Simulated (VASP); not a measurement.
# Sc (P-1) in VASP: single point with BLYP

Aim: the single point of Sc with BLYP.

Program: VASP 6.6.1. These are calculated values, not measurements. Logs are shortened: lines on timing, memory, paths and dates and some standing lists are left out, and cuts for length are marked.

### 1 The cell of the first run

The typed cell holds 1 atom: a = 3.437 Å, b = 3.405 Å, c = 3.347 Å, α = 56.97°, β = 57.86°, γ = 57.68°.

### 2 Single point, BLYP

INCAR reads:

```
SYSTEM = Sc
AGGAC = 1.0
AGGAX = 1.0
ALDAC = 0.0
ALDAX = 1.0
ALGO = Normal
EDIFF = 1E-7
ENCUT = 520
GGA = B5
ISIF = 2
ISMEAR = 0
LASPH = .True.
LCHARG = .False.
LREAL = .False.
LWAVE = .False.
NBANDS = 12
NELM = 80
PREC = Accurate
SIGMA = 0.1
```

KPOINTS reads:

```
k-points
0
Gamma
  3 3 3
  0 0 0
```

POSCAR reads:

```
Sc
1.0
    0.0584541318      2.4158052674      2.4445625045
    2.4023424165      0.0922533943      2.4107632419
    2.3752462379      2.3549098262      0.1193495729
Sc
1
Direct
    0.0000000000      0.0000000000      0.0000000000
```

Potentials or basis: VASP PAW PBE potentials, release 64 (Sc_sv).

Command:

```sh
> cat potpaw_PBE.64/Sc_sv/POTCAR > POTCAR
> mpirun -np 1 vasp_std > vasp.out
```

OUTCAR:

```text
SYSTEM = Sc
   EDIFF = 1E-7
   ENCUT = 520
   GGA = B5
   ISIF = 2
   ISMEAR = 0
   LASPH = .True.
   LREAL = .False.
   NELM = 80
   PREC = Accurate

 ion  position               nearest neighbor table
   1  0.000  0.000  0.000-

  LATTYP: Found a triclinic cell.
 ALAT       =     3.2829634623
 B/A-ratio  =     1.0053669543
 C/A-ratio  =     1.0194706865
 COS(alpha) =     0.0082850987
 COS(beta)  =     0.4625203390
 COS(gamma) =     0.5214605018

  Lattice vectors:

 A1 = (  -2.3167921061,   0.0608954412,   2.3252129316)
 A2 = (  -2.3438882847,   2.3235518731,   0.0337992626)
 A3 = (  -2.3752462379,  -2.3549098262,  -0.1193495729)

Analysis of symmetry for initial positions (statically):
=====================================================================
 Subroutine PRICEL returns:
 Original cell was already a primitive cell.

 Routine SETGRP: Setting up the symmetry group for a
 triclinic supercell.

 Subroutine GETGRP returns: Found  2 space group operations
 (whereof  2 operations were pure point group operations)
 out of a pool of  2 trial point group operations.

The static configuration has the point symmetry S_2 .

Analysis of symmetry for dynamics (positions and initial velocities):
=====================================================================
 Subroutine PRICEL returns:
 Original cell was already a primitive cell.

 Routine SETGRP: Setting up the symmetry group for a
 triclinic supercell.

 Subroutine GETGRP returns: Found  2 space group operations
 (whereof  2 operations were pure point group operations)
 out of a pool of  2 trial point group operations.

The dynamic configuration has the point symmetry S_2 .

 Subroutine INISYM returns: Found  2 space group operations
 (whereof  2 operations are pure point group operations),
 and found     1 'primitive' translations

----------------------------------------------------------------------------------------

                                     Primitive cell

  volume of cell :      26.1034

  direct lattice vectors                    reciprocal lattice vectors
     0.058454132  2.415805267  2.444562504    -0.217064650  0.208380643  0.208332276
     2.402342416  0.092253394  2.410763242     0.209490123 -0.222172869  0.214549975
     2.375246238  2.354909826  0.119349573     0.214470951  0.219579170 -0.222124502
[... 75 lines left out ...]
   IBRION =     -1    ionic relax: 0-MD 1-quasi-New 2-CG
   NFREE  =      0    steps in history (QN), initial steepest desc. (CG)
   ISIF   =      2    stress and relaxation
   ISYM   =      2    0-nonsym 1-usesym 2-fastsym
   POTIM  = 0.5000    time-step for ionic-motion
   TEBEG  =    0.0;   TEEND  =   0.0 temperature during run
   PSTRESS=    0.0 pullay stress
   NELECT =      11.0000    total number of electrons
   NUPDOWN=      -1.0000    fix difference up-down
   EMIN   =  10.00;   EMAX   =-10.00  energy-range for DOS
   EFERMI =   0.00;   METHOD = LEGACY
   ISMEAR =     0;   SIGMA  =   0.10  broadening in eV -4-tet -1-fermi 0-gaus
   EFERMI_NEDOS =   21; number of points for ismear=-14 and -15
   IALGO  =     38    algorithm
   IMIX   =      4    mixing-type and parameters
     AMIX     =   0.40;   BMIX     =  1.00
     AMIX_MAG =   1.60;   BMIX_MAG =  1.00
  volume/ion in A,a.u.               =      26.10       176.15
  Fermi-wavevector in a.u.,A,eV,Ry     =   1.227364  2.319382 20.496133  1.506423
  Thomas-Fermi vector in A             =   2.362330
   LORBIT       =      0    0 simple, 1 ext, 2 COOP (PROOUT), +10 PAW based schemes
   GGA     = B5    functional components
   LHFCALC =     F    Hartree Fock is set to
   AEXX    =    0.0000 exact exchange contribution
   IVDW    =     0    specifies the selected vdW correction
   LEPSILON=     F    determine dielectric tensor
   LRPA    =     F    only Hartree local field effects (RPA)
 non-spin polarized calculation
 Gauss-broadening in eV      SIGMA  =   0.10
  energy-cutoff  :      520.00
  volume of cell :       26.10
 maximum number of plane-waves:       713
 NGX is ok and might be reduce to    28
   NGX = 13   NGY = 13   NGZ = 13

 number of electron      11.0000000 magnetization

 Free energy of the ion-electron system (eV)
  ---------------------------------------------------
  ext. energy  EPLUGINS =         0.00000000
  ---------------------------------------------------
  free energy    TOTEN  =        -5.17495592 eV

  energy without entropy =       -5.15250353  energy(sigma->0) =       -5.16372972

 E-fermi :   3.7063     XC(G=0):  -9.1512

 val. band max:        3.7039923980   @ k =  -0.0000   0.3333   0.3333
 cond. band min:       3.7148419960   @ k =   0.3333   0.3333   0.0000
 fundamental gap:      0.0108495980
 Fermi energy:         3.7063005172

 k-point     1 :       0.0000    0.0000    0.0000
  band No.  band energies     occupation
      1     -45.4928      2.00000
      2     -24.1294      2.00000
      3     -24.0830      2.00000
      4     -24.0538      2.00000
      5      -1.1065      2.00000
      6       4.9820      0.00000
      7       5.2957      0.00000
      8       5.5716      0.00000
      9       6.5335      0.00000
     10       6.6044      0.00000
     11      16.0759      0.00000
     12      18.4140      0.00000
[... 181 lines left out ...]
 k-point    14 :      -0.3333   -0.3333    0.3333
  band No.  band energies     occupation
      1     -45.4330      2.00000
      2     -24.3186      2.00000
      3     -24.3058      2.00000
      4     -24.1577      2.00000
      5       3.2639      2.00000
      6       3.5599      1.96160
      7       4.4166      0.00000
      8       6.2847      0.00000
      9       7.0581      0.00000
     10       8.8900      0.00000
     11      10.3896      0.00000
     12      11.8429      0.00000

------------------------ aborting loop because EDIFF is reached ----------------------------------------

  FORCE on cell =-STRESS in cart. coord.  units (eV):
  Direction    XX          YY          ZZ          XY          YZ          ZX
  --------------------------------------------------------------------------------------
  -------------------------------------------------------------------------------------
  Total       -0.3861351     -0.2882488     -0.3510425     -0.1051793     -0.3642935     -0.2015459
  in kB      -23.7002690    -17.6921828    -21.5463475     -6.4557132    -22.3596679    -12.3705181
  external PRESSURE =     -20.9795998 kB  Pullay stress =       0.0000000 kB

 VOLUME and BASIS-vectors are now :
 -----------------------------------------------------------------------------
  energy-cutoff  :      520.00
  volume of cell :       26.10
      direct lattice vectors                 reciprocal lattice vectors
     0.058454132  2.415805267  2.444562504    -0.217064650  0.208380643  0.208332276
     2.402342416  0.092253394  2.410763242     0.209490123 -0.222172869  0.214549975
     2.375246238  2.354909826  0.119349573     0.214470951  0.219579170 -0.222124502

 POSITION                                       TOTAL-FORCE (eV/Angst)
 -----------------------------------------------------------------------------------
      0.00000      0.00000      0.00000         0.000000      0.000000      0.000000
 -----------------------------------------------------------------------------------
    total drift:                               -0.000000      0.000000     -0.000000

  FREE ENERGIE OF THE ION-ELECTRON SYSTEM (eV)
  ---------------------------------------------------
  free  energy   TOTEN  =        -5.1749559186 eV

  energy  without entropy=       -5.1525035274  energy(sigma->0) =       -5.16372972
```

It took 16 s on 1 thread of AMD EPYC 7R43 (Zen 3), shared host; peak memory 0.11 GiB.

What came out:

```yaml
Free_energy: -5.1750 eV
Pressure: -2.1 GPa
```

Caveat: the k points lie up to 0.79 Å⁻¹ apart; the PAW data sets were made with another functional, which shifts forces and pressure a little.
